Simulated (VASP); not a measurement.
# AgB2 (P6/mmm) in VASP: single point with PBE+U

Aim: the single point of AgB2 with PBE+U.

Program: VASP 6.6.1. These are calculated values, not measurements. Logs are shortened: lines on timing, memory, paths and dates and some standing lists are left out, and cuts for length are marked.

**1. The cell of the first run**

It takes space group P6/mmm (No. 191, hexagonal). Conventional cell: a = 2.844 Å, b = 2.844 Å, c = 3.605 Å, α = 90.00°, β = 90.00°, γ = 120.00°. Within 3.2 Å of Ag (site symmetry 6/mmm) lie 12 B at 2.44 Å and 6 Ag at 2.84 Å. B (site symmetry -6m2) has 3 B at 1.64 Å within 2.2 Å.

**2. Single point, PBE+U**

INCAR

```
SYSTEM = AgB2
ALGO = Normal
EDIFF = 1E-6
ENCUT = 630
GGA = PE
GGA_COMPAT = .False.
ISIF = 2
ISMEAR = 0
LASPH = .True.
LCHARG = .False.
LDAU = .True.
LDAUJ = 0 0
LDAUL = 2 -1
LDAUPRINT = 1
LDAUTYPE = 2
LDAUU = 2 0
LMAXMIX = 4
LREAL = .False.
LWAVE = .False.
NBANDS = 20
NELM = 200
PREC = Accurate
SIGMA = 0.05
```

KPOINTS

```
k-points
0
Gamma
  10 10 8
  0 0 0
```

POSCAR

```
AgB2
1.0
    2.8442575066      0.0000000000      0.0000000000
   -1.4221287533      2.4631992556      0.0000000000
    0.0000000000      0.0000000000      3.6045385983
Ag B
1 2
Direct
    0.0000000000      0.0000000000      0.0000000000
    0.3333333333      0.6666666667      0.5000000000
    0.6666666667      0.3333333333      0.5000000000
```

Potentials or basis: VASP PAW PBE potentials, release 64 (Ag_sv_GW, B).

Launch:

```console
> cat potpaw_PBE.64/Ag_sv_GW/POTCAR potpaw_PBE.64/B/POTCAR > POTCAR
> mpirun -np 1 vasp_std > vasp.out
```

OUTCAR:

```text
SYSTEM = AgB2
   EDIFF = 1E-6
   ENCUT = 630
   GGA = PE
   ISIF = 2
   ISMEAR = 0
   LASPH = .True.
   LREAL = .False.
   NELM = 200
   PREC = Accurate

 ion  position               nearest neighbor table
   1  0.000  0.000  0.000-
   2  0.333  0.667  0.500-   3 1.64   3 1.64   3 1.64
   3  0.667  0.333  0.500-   2 1.64   2 1.64   2 1.64

  LATTYP: Found a hexagonal cell.
 ALAT       =     2.8442575066
 C/A-ratio  =     1.2673038886

  Lattice vectors:

 A1 = (   2.8442575066,   0.0000000000,   0.0000000000)
 A2 = (  -1.4221287533,   2.4631992556,   0.0000000000)
 A3 = (   0.0000000000,   0.0000000000,   3.6045385983)

Analysis of symmetry for initial positions (statically):
=====================================================================
 Subroutine PRICEL returns:
 Original cell was already a primitive cell.

 Routine SETGRP: Setting up the symmetry group for a
 hexagonal supercell.

 Subroutine GETGRP returns: Found 24 space group operations
 (whereof 24 operations were pure point group operations)
 out of a pool of 24 trial point group operations.

The static configuration has the point symmetry D_6h.

Analysis of symmetry for dynamics (positions and initial velocities):
=====================================================================
 Subroutine PRICEL returns:
 Original cell was already a primitive cell.

 Routine SETGRP: Setting up the symmetry group for a
 hexagonal supercell.

 Subroutine GETGRP returns: Found 24 space group operations
 (whereof 24 operations were pure point group operations)
 out of a pool of 24 trial point group operations.

The dynamic configuration has the point symmetry D_6h.

 Subroutine INISYM returns: Found 24 space group operations
 (whereof 24 operations are pure point group operations),
 and found     1 'primitive' translations

----------------------------------------------------------------------------------------

                                     Primitive cell

  volume of cell :      25.2533

  direct lattice vectors                    reciprocal lattice vectors
     2.844257507  0.000000000  0.000000000     0.351585606  0.202988044  0.000000000
    -1.422128753  2.463199256  0.000000000     0.000000000  0.405976089  0.000000000
     0.000000000  0.000000000  3.604538598     0.000000000  0.000000000  0.277428018

  length of vectors
     2.844257507  2.844257507  3.604538598     0.405976089  0.405976089  0.277428018

  position of ions in fractional coordinates (direct lattice)
     0.000000000  0.000000000  0.000000000
     0.333333333  0.666666667  0.500000000
     0.666666667  0.333333333  0.500000000

  ion indices of the primitive-cell ions
   primitive index   ion index
                 1           1
                 2           2
                 3           3

----------------------------------------------------------------------------------------

 KPOINTS: k-points

Automatic generation of k-mesh.
 Grid dimensions read from file:
 generate k-points for:   10   10    8

 Generating k-lattice:

  Cartesian coordinates                     Fractional coordinates (reciprocal lattice)
     0.035158561  0.020298804  0.000000000     0.100000000  0.000000000  0.000000000
     0.000000000  0.040597609  0.000000000     0.000000000  0.100000000  0.000000000
     0.000000000  0.000000000  0.034678502     0.000000000  0.000000000  0.125000000

  Length of vectors
     0.040597609  0.040597609  0.034678502

  Shift w.r.t. Gamma in fractional coordinates (k-lattice)
     0.000000000  0.000000000  0.000000000

 Subroutine IBZKPT returns following result:
 ===========================================

 Found     70 irreducible k-points:

 Following reciprocal coordinates:
            Coordinates               Weight
  0.000000  0.000000  0.000000      1.000000
  0.100000  0.000000  0.000000      6.000000
  0.200000  0.000000  0.000000      6.000000
  0.300000  0.000000  0.000000      6.000000
  0.400000  0.000000  0.000000      6.000000
  0.500000  0.000000  0.000000      3.000000
[... 16 lines left out ...]
  0.300000  0.100000  0.125000     24.000000
  0.400000  0.100000  0.125000     24.000000
 [... further k-points ...]
   k-points           NKPTS =     70   k-points in BZ     NKDIM =     70   number of bands    NBANDS=     20
   number of dos      NEDOS =    301   number of ions     NIONS =      3
   total plane-waves  NPLWV =  17280
   dimension x,y,z NGX =    24 NGY =   24 NGZ =   30
   dimension x,y,z NGXF=    48 NGYF=   48 NGZF=   60
   ions per type =               1   2
   NGX,Y,Z   is equivalent  to a cutoff of  14.03, 14.03, 13.84 a.u.
   NGXF,Y,Z  is equivalent  to a cutoff of  28.06, 28.06, 27.67 a.u.
 SYSTEM =  AgB2
   PREC   = accura    normal or accurate (medium, high low for compatibility)
   ISTART =      0    job   : 0-new  1-cont  2-samecut
   ICHARG =      2    charge: 1-file 2-atom 10-const
   ISPIN  =      1    spin polarized calculation?
   LNONCOLLINEAR =      F non collinear calculations
   LSORBIT =      F    spin-orbit coupling
   LASPH  =      T    aspherical Exc in radial PAW
   ENCUT  =  630.0 eV  46.30 Ry    6.80 a.u.   5.82  5.82  7.38*2*pi/ulx,y,z
   NELM   =    200;   NELMIN=  2; NELMDL= -5     # of ELM steps
   EDIFF  = 0.1E-05   stopping-criterion for ELM
   LREAL  =      F    real-space projection
   EDIFFG = 0.1E-04   stopping-criterion for IOM
   NSW    =      0    number of steps for IOM
   IBRION =     -1    ionic relax: 0-MD 1-quasi-New 2-CG
   NFREE  =      0    steps in history (QN), initial steepest desc. (CG)
   ISIF   =      2    stress and relaxation
   ISYM   =      2    0-nonsym 1-usesym 2-fastsym
   POTIM  = 0.5000    time-step for ionic-motion
   TEBEG  =    0.0;   TEEND  =   0.0 temperature during run
   PSTRESS=    0.0 pullay stress
   NELECT =      25.0000    total number of electrons
   NUPDOWN=      -1.0000    fix difference up-down
   EMIN   =  10.00;   EMAX   =-10.00  energy-range for DOS
   EFERMI =   0.00;   METHOD = LEGACY
   ISMEAR =     0;   SIGMA  =   0.05  broadening in eV -4-tet -1-fermi 0-gaus
   EFERMI_NEDOS =   21; number of points for ismear=-14 and -15
   IALGO  =     38    algorithm
   IMIX   =      4    mixing-type and parameters
     AMIX     =   0.40;   BMIX     =  1.00
     AMIX_MAG =   1.60;   BMIX_MAG =  1.00
  volume/ion in A,a.u.               =       8.42        56.81
  Fermi-wavevector in a.u.,A,eV,Ry     =   1.631607  3.083289 36.220615  2.662140
  Thomas-Fermi vector in A             =   2.723715
   LORBIT       =      0    0 simple, 1 ext, 2 COOP (PROOUT), +10 PAW based schemes
 LDA+U is selected, type is set to LDAUTYPE =  2
   angular momentum for each species LDAUL =     2   -1
   U (eV)           for each species LDAUU =   2.0  0.0
   J (eV)           for each species LDAUJ =   0.0  0.0
   GGA     = PE    functional components
   LHFCALC =     F    Hartree Fock is set to
   AEXX    =    0.0000 exact exchange contribution
   IVDW    =     0    specifies the selected vdW correction
   LEPSILON=     F    determine dielectric tensor
   LRPA    =     F    only Hartree local field effects (RPA)
 non-spin polarized calculation
 Gauss-broadening in eV      SIGMA  =   0.05
  energy-cutoff  :      630.00
  volume of cell :       25.25
 maximum number of plane-waves:       918
 NGX is ok and might be reduce to    24
   NGX = 11   NGY = 11   NGZ = 15

atom =   1  type =  1  l = 2

 onsite density matrix

spin component  1

  0.8516 -0.0000  0.0000 -0.0000 -0.0000
 -0.0000  0.8570 -0.0000  0.0000 -0.0000
  0.0000 -0.0000  0.8626  0.0000 -0.0000
 -0.0000  0.0000  0.0000  0.8570 -0.0000
 -0.0000 -0.0000 -0.0000 -0.0000  0.8516

spin component  2

  0.8516 -0.0000  0.0000 -0.0000 -0.0000
 -0.0000  0.8570 -0.0000  0.0000 -0.0000
  0.0000 -0.0000  0.8626  0.0000 -0.0000
 -0.0000  0.0000  0.0000  0.8570 -0.0000
 -0.0000 -0.0000 -0.0000 -0.0000  0.8516

 occupancies and eigenvectors

  o =  0.8516  v =  1.0000  0.0000  0.0000  0.0000  0.0000  0.0000  0.0000  0.0000  0.0000  0.0000      0.0000  0.0000  0.0000  0.0000  0.0000  0.0000  0.0000  0.0000  0.0000  0.0000
  o =  0.8516  v =  0.0000  0.0000  0.0000  0.0000  0.0000  1.0000  0.0000  0.0000  0.0000  0.0000      0.0000  0.0000  0.0000  0.0000  0.0000  0.0000  0.0000  0.0000  0.0000  0.0000
  o =  0.8516  v =  0.0000 -0.0000 -0.0000 -0.0000 -1.0000  0.0000  0.0000  0.0000  0.0000  0.0000      0.0000  0.0000  0.0000  0.0000  0.0000  0.0000  0.0000  0.0000  0.0000  0.0000
  o =  0.8516  v =  0.0000  0.0000  0.0000  0.0000  0.0000  0.0000 -0.0000 -0.0000 -0.0000 -1.0000      0.0000  0.0000  0.0000  0.0000  0.0000  0.0000  0.0000  0.0000  0.0000  0.0000
  o =  0.8570  v =  0.0000  1.0000  0.0000  0.0000 -0.0000  0.0000  0.0000  0.0000  0.0000  0.0000      0.0000  0.0000  0.0000  0.0000  0.0000  0.0000  0.0000  0.0000  0.0000  0.0000
  o =  0.8570  v =  0.0000  0.0000  0.0000  0.0000  0.0000  0.0000  1.0000  0.0000  0.0000 -0.0000      0.0000  0.0000  0.0000  0.0000  0.0000  0.0000  0.0000  0.0000  0.0000  0.0000
  o =  0.8570  v =  0.0000  0.0000  0.0000  0.0000  0.0000  0.0000 -0.0000 -0.0000  1.0000 -0.0000      0.0000  0.0000  0.0000  0.0000  0.0000  0.0000  0.0000  0.0000  0.0000  0.0000
  o =  0.8570  v =  0.0000 -0.0000 -0.0000  1.0000 -0.0000  0.0000  0.0000  0.0000  0.0000  0.0000      0.0000  0.0000  0.0000  0.0000  0.0000  0.0000  0.0000  0.0000  0.0000  0.0000
  o =  0.8626  v =  0.0000  0.0000  0.0000  0.0000  0.0000  0.0000 -0.0000  1.0000  0.0000 -0.0000      0.0000  0.0000  0.0000  0.0000  0.0000  0.0000  0.0000  0.0000  0.0000  0.0000
  o =  0.8626  v =  0.0000 -0.0000  1.0000  0.0000 -0.0000  0.0000  0.0000  0.0000  0.0000  0.0000      0.0000  0.0000  0.0000  0.0000  0.0000  0.0000  0.0000  0.0000  0.0000  0.0000

 number of electron      25.0000003 magnetization

 Free energy of the ion-electron system (eV)
  ---------------------------------------------------
  ext. energy  EPLUGINS =         0.00000000
  ---------------------------------------------------
  free energy    TOTEN  =       -10.24894818 eV

  energy without entropy =      -10.24778216  energy(sigma->0) =      -10.24836517

 E-fermi :   9.4171     XC(G=0): -13.4518

 val. band max:        9.3797578291   @ k =   0.3000   0.2000   0.2500
 cond. band min:       9.4526450779   @ k =   0.2000   0.0000   0.2500
 fundamental gap:      0.0728872489
 Fermi energy:         9.4170682265

 k-point     1 :       0.0000    0.0000    0.0000
  band No.  band energies     occupation
      1     -82.9252      2.00000
      2     -46.3948      2.00000
      3     -46.3948      2.00000
      4     -46.3928      2.00000
      5      -4.6690      2.00000
      6       2.1046      2.00000
[... 12 lines left out ...]
     19      27.8971      0.00000
     20      28.8416      0.00000

 k-point     2 :       0.1000    0.0000    0.0000
  band No.  band energies     occupation
      1     -82.9238      2.00000
      2     -46.4100      2.00000
      3     -46.3985      2.00000
      4     -46.3908      2.00000
      5      -4.4609      2.00000
      6       2.2517      2.00000
[... 12 lines left out ...]
     19      28.5585      0.00000
     20      28.9367      0.00000

 k-point     3 :       0.2000    0.0000    0.0000
  band No.  band energies     occupation
      1     -82.9200      2.00000
      2     -46.4497      2.00000
      3     -46.4085      2.00000
      4     -46.3856      2.00000
      5      -3.8518      2.00000
      6       2.4510      2.00000
[... 12 lines left out ...]
     19      28.2611      0.00000
     20      28.9159      0.00000

 k-point     4 :       0.3000    0.0000    0.0000
  band No.  band energies     occupation
      1     -82.9153      2.00000
      2     -46.4985      2.00000
      3     -46.4208      2.00000
      4     -46.3790      2.00000
      5      -2.8858      2.00000
      6       2.0282      2.00000
[... 429 lines left out ...]
 k-point    23 :       0.3000    0.1000    0.1250
  band No.  band energies     occupation
      1     -82.9126      2.00000
      2     -46.5192      2.00000
      3     -46.4341      2.00000
      4     -46.3763      2.00000
      5      -2.0707      2.00000
      6       1.5014      2.00000
[... 12 lines left out ...]
     19      24.3514      0.00000
     20      26.8589      0.00000

 k-point    24 :       0.4000    0.1000    0.1250
  band No.  band energies     occupation
      1     -82.9100      2.00000
      2     -46.5446      2.00000
      3     -46.4427      2.00000
      4     -46.3726      2.00000
      5      -0.7967      2.00000
      6       0.5389      2.00000
[... 12 lines left out ...]
     19      25.5429      0.00000
     20      27.2125      0.00000

 [... further k-points ...]

------------------------ aborting loop because EDIFF is reached ----------------------------------------

  FORCE on cell =-STRESS in cart. coord.  units (eV):
  Direction    XX          YY          ZZ          XY          YZ          ZX
  --------------------------------------------------------------------------------------
  -------------------------------------------------------------------------------------
  Total        9.1913924      9.1913924      9.2820839      0.0000000     -0.0000000     -0.0000000
  in kB      583.1412358    583.1412358    588.8950938      0.0000000     -0.0000000     -0.0000000
  external PRESSURE =     585.0591885 kB  Pullay stress =       0.0000000 kB

 VOLUME and BASIS-vectors are now :
 -----------------------------------------------------------------------------
  energy-cutoff  :      630.00
  volume of cell :       25.25
      direct lattice vectors                 reciprocal lattice vectors
     2.844257507  0.000000000  0.000000000     0.351585606  0.202988044  0.000000000
    -1.422128753  2.463199256  0.000000000     0.000000000  0.405976089  0.000000000
     0.000000000  0.000000000  3.604538598     0.000000000  0.000000000  0.277428018

 POSITION                                       TOTAL-FORCE (eV/Angst)
 -----------------------------------------------------------------------------------
      0.00000      0.00000      0.00000        -0.000000      0.000000      0.000000
     -0.00000      1.64213      1.80227         0.000000     -0.000000      0.000000
      1.42213      0.82107      1.80227        -0.000000      0.000000      0.000000
 -----------------------------------------------------------------------------------
    total drift:                               -0.000000      0.000000     -0.000000

  FREE ENERGIE OF THE ION-ELECTRON SYSTEM (eV)
  ---------------------------------------------------
  free  energy   TOTEN  =       -10.2489481818 eV

  energy  without entropy=      -10.2477821597  energy(sigma->0) =      -10.24836517
```

Run time: 34 s. Hardware: 1 thread of Intel Xeon Platinum 8488C (Sapphire Rapids), shared host; peak memory 0.19 GiB.

Results:

* Free energy: -10.2489 eV
* Pressure: 58.5 GPa
* Band gap on the k mesh: zero (an odd number of electrons rules out a gap without spin polarisation)

Eigenvalues of the final occupation matrices:
```tsv
site	spin	trace	eigenvalues
site 1 d	1	4.28	0.85 0.85 0.86 0.86 0.86
site 1 d	2	4.28	0.85 0.85 0.86 0.86 0.86
```

Caveat: the cell stands under pressure; an odd number of electrons without spin polarisation forces a metal; a magnetic or distorted state may lie lower; U without spin polarisation on a metal has little footing; the U is typed as a test and isn't derived for this compound.

The gap in the log of VASP goes by the Fermi energy; the results here count the filled bands.